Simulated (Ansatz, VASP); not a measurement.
Two plane-wave programs on Pd

File INCAR:

```
SYSTEM = Pd
  PREC = Accurate
  ENCUT = 500
  EDIFF = 1E-6
  ISMEAR = 0
  SIGMA = 0.1
  LREAL = .FALSE.
  LASPH = .TRUE.
  NELM = 120
  ALGO = Normal
  ISIF = 2
  LWAVE = .FALSE.
  LCHARG = .FALSE.
  GGA = PS
  NBANDS = 11
  GGA_COMPAT = .FALSE.
```

KPOINTS

```
Automatic mesh
0
G
  28 28 28
  0 0 0
```

POSCAR

```
Pd
1.0
   -1.5417549624      1.5417549624      1.5417549624
    1.5417549624     -1.5417549624      1.5417549624
    1.5417549624      1.5417549624     -1.5417549624
Pd
1
Direct
    0.0000000000      0.0000000000      0.0000000000
```

Input for Ansatz:

```yaml
crystal:
  lattice:
    - [-1.5417549624, 1.5417549624, 1.5417549624]
    - [1.5417549624, -1.5417549624, 1.5417549624]
    - [1.5417549624, 1.5417549624, -1.5417549624]
  atoms:
    - { symbol: Pd, position: [0.0, 0.0, 0.0] }
basis:
  ecutwfc: 420
kpoints:
  mp_grid: { grid: [28, 28, 28] }
hamiltonian:
  xc: pbesol
  pseudopotentials: { kind: paw, azcp: { folder: soft_1 } }
scf:
  occupations: { method: gaussian, width: 0.1 }
output:
  forces: true
  stress: true
  eigenvalues: true
```

Alike in both runs: task single point; functional PBEsol; k mesh 28 × 28 × 28; occupations gaussian, width 0.1 eV; no spin polarisation.

```csv
,VASP,Ansatz
version,VASP 6.6.1,Ansatz 0.2.0
potentials or method,"VASP PAW PBE potentials, release 64 (Pd), cutoff 500 eV","scalar-relativistic, plane waves, PAW"
valence electrons in the cell,10,18
```

|  | VASP | Ansatz | Ansatz less VASP |
| --- | --- | --- | --- |
| gap on the k mesh at the Fermi level (eV) | none | none | - |
| pressure (GPa) | -0.3 | 0.0 | +0.30 |

VASP's potentials were made for PBE, not for PBEsol, and Ansatz warns of the same on its side. A gap of «none» marks a metal or a gap that the smearing closes. VASP's potentials hold 10 valence electrons a cell and Ansatz's 18, so a difference there can come from the potentials and not from the codes.
